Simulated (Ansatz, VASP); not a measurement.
## One calculation of AlNi3, two programs

```xyz
4
Lattice="3.4754 0.0000 0.0000 0.0000 3.4754 0.0000 0.0000 0.0000 3.4754" Properties=species:S:1:pos:R:3 pbc="T T T"
Ni    1.7377    1.7377    0.0000
Ni    1.7377    0.0000    1.7377
Ni    0.0000    1.7377    1.7377
Al    0.0000    0.0000    0.0000
```

Change from the starting cell: volume scaled by 0.96.

Alike in both runs: task single point; functional PBEsol; k mesh 8 × 8 × 8; occupations fermi-dirac, width 0.05 eV; collinear spin.

```csv
,VASP,Ansatz
version,VASP 6.6.1,Ansatz 0.2.0
potentials or method,"VASP PAW PBE potentials, release 64 (Ni, Al), cutoff 520 eV","all-electron LAPW, scalar-relativistic"
```

|  | VASP | Ansatz | Ansatz less VASP |
| --- | --- | --- | --- |
| gap on the k mesh at the Fermi level (eV) | none | none | - |
| pressure (GPa) | 8.4 | 8.2 | -0.12 |
| net moment per atom (μB) | 0.14 | 0.15 | +0.012 |
| size of the moment on the site where the two differ most (μB) | 0.20 | 0.22 | +0.022 |

VASP's potentials were made for PBE, not for PBEsol. Site moments also hang on the region over which each program counts them. A gap of «none» marks a metal or a gap that the smearing closes. Ansatz ran all-electron here, and VASP with PAW potentials.
